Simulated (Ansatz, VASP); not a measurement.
**Two plane-wave programs on TiInS3**

```
CELL_PARAMETERS angstrom
5.55555 0.00000 0.00000
-2.77777 4.81124 0.00000
0.00000 0.00000 5.45596
ATOMIC_POSITIONS crystal
Ti 0.00000 0.00000 0.50000
In 0.00000 0.00000 0.00000
S 0.50000 0.00000 0.00000
S 0.00000 0.50000 0.00000
S 0.50000 0.50000 0.00000
```

Alike in both runs: functional PBE; k mesh 6 × 6 × 4; occupations gaussian, width 0.1 eV; collinear spin.

Ansatz relaxed the structure, and its values are those at the end. VASP's run is a single point on that final structure, the one shown.

|  | VASP | Ansatz |
| --- | --- | --- |
| version | VASP 6.6.1 | Ansatz 0.2.0 |
| potentials or method | VASP PAW PBE potentials, release 64 (Ti_sv, In_d, S), cutoff 520 eV | scalar-relativistic, plane waves, PAW |
| valence electrons in the cell | 43 | 43 |

|  | VASP | Ansatz | Ansatz less VASP |
| --- | --- | --- | --- |
| gap on the k mesh at the Fermi level (eV) | none | none | - |
| pressure (GPa) | -0.6 | 0.0 | +0.59 |
| net moment per atom (μB) | 0.00 | 0.38 | +0.378 |
| size of the moment on the site where the two differ most (μB) | 0.00 | 1.61 | +1.607 |

The net moments are unlike, so the other rows may belong to different states. Site moments also hang on the region over which each program counts them. A gap of «none» marks a metal or a gap that the smearing closes.
